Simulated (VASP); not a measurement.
Write the native input for VASP 6.6.1 that does the following.

```yaml
Task: single point
Functional: PBEsol
Potentials_or_basis: VASP PAW PBE potentials, release 64 (W_sv, Se)
Cutoff: 520 eV
k_mesh: 9 × 9 × 2
Occupations: gaussian, width 0.05 eV
Spin: no spin polarisation
Dipole_correction: no
Further_INCAR_settings: ALGO = Normal; EDIFF = 1e-06; NBANDS = 20
```

The structure of WSe2 lies in POSCAR:

```
WSe2
1.0
    3.2702124385      0.0000000000      0.0000000000
   -1.6351062193      2.8320870475      0.0000000000
    0.0000000000      0.0000000000     16.6611438686
W Se
1 2
Direct
    0.0130719043      0.1953682887      0.0000000000
    0.3333333333      0.6666666667      0.1003991028
    0.3333333333      0.6666666667      0.8996008972
```

This cell differs from its parent crystal: atom 1 (W) moved by -0.277 Å along [1 0 0] and +0.553 Å along [1 2 0].

One way to write it, as run:

INCAR

```
PREC = Accurate
ENCUT = 520
EDIFF = 1E-6
ISMEAR = 0
SIGMA = 0.05
LREAL = F
LASPH = T
NELM = 100
ALGO = Normal
ISIF = 2
LWAVE = F
LCHARG = T
GGA = PS
LELF = T
LVHAR = T
NBANDS = 20
```

KPOINTS

```
regular mesh
0
Gamma
  9 9 2
```

Potentials or basis: VASP PAW PBE potentials, release 64 (W_sv, Se).

The run is started by

```bash
$ cat potpaw_PBE.64/W_sv/POTCAR potpaw_PBE.64/Se/POTCAR > POTCAR
$ mpirun -np 1 vasp_std > vasp.out
```

It gave:

- Largest force: 8.464 eV/Å
- Band gap on the k mesh: zero (band 13 reaches 0.19 eV, above the bottom of band 14 at 0.06 eV)

Caveat: the cell differs from its parent crystal (atom 1 (W) moved by -0.277 Å along [1 0 0] and +0.553 Å along [1 2 0]); the PAW data sets were made with another functional, which shifts forces and pressure a little; spin-orbit coupling is left out, which moves the levels of the heavy elements.

Run time: 120 s on 1 thread of Intel(R) Xeon(R) 6975P-C (Granite Rapids), with other jobs on the host, peak memory 0.42 GiB.
